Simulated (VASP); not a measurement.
## Mg2ZnS3: single point with PBE

Crystal: Mg2ZnS3.

```
Mg Zn S
1.0
     3.67282    0.00000    0.00000
    -1.83641    3.18076    0.00000
     0.00000    0.00000    8.97719
Mg Zn S
2 1 3
Direct
  0.66667 0.33333 0.83141
  0.33333 0.66667 0.16859
  0.00000 0.00000 0.50000
  0.33333 0.66667 0.66098
  0.66667 0.33333 0.33902
  0.00000 0.00000 0.00000
```

- Program: VASP 6.6.1
- Task: single point
- Functional: PBE
- Potentials or basis: VASP PAW PBE potentials, release 64 (Mg, Zn, S)
- Cutoff: 520 eV
- k mesh: 12 × 12 × 4
- Occupations: gaussian, width 0.02 eV
- Spin: no spin polarisation
- Dipole correction: no
- k mesh for the DOS: 18 × 18 × 6
- Occupations for the DOS: tetrahedron
- Further INCAR settings: ALGO = Normal; EDIFF = 1e-07; NBANDS = 26

```json
{"Valence electrons inside the program's atomic spheres": "Mg 0.30; Zn 10.59; S 3.77, 3.81 (each value once)"}
```

Levels at points of the mesh, in eV from the valence-band top:
```
           k point  band 15  band 16  band 17  band 18  band 19  band 20
(0.00, 0.00, 0.00)    -0.14    -0.11    -0.11     2.87     4.44     4.64
(0.50, 0.00, 0.00)    -1.17    -1.15    -0.55     1.56     4.51     4.75
(0.00, 0.00, 0.50)    -0.34    -0.02    -0.02     3.90     4.27     4.60
(0.50, 0.00, 0.50)    -1.48    -0.35    -0.34     2.22     3.44     4.33
```

Run time: 4 min on 1 thread of AMD EPYC 9R45 96-Core Processor (Zen 5), on a shared host, peak memory 0.58 GiB.
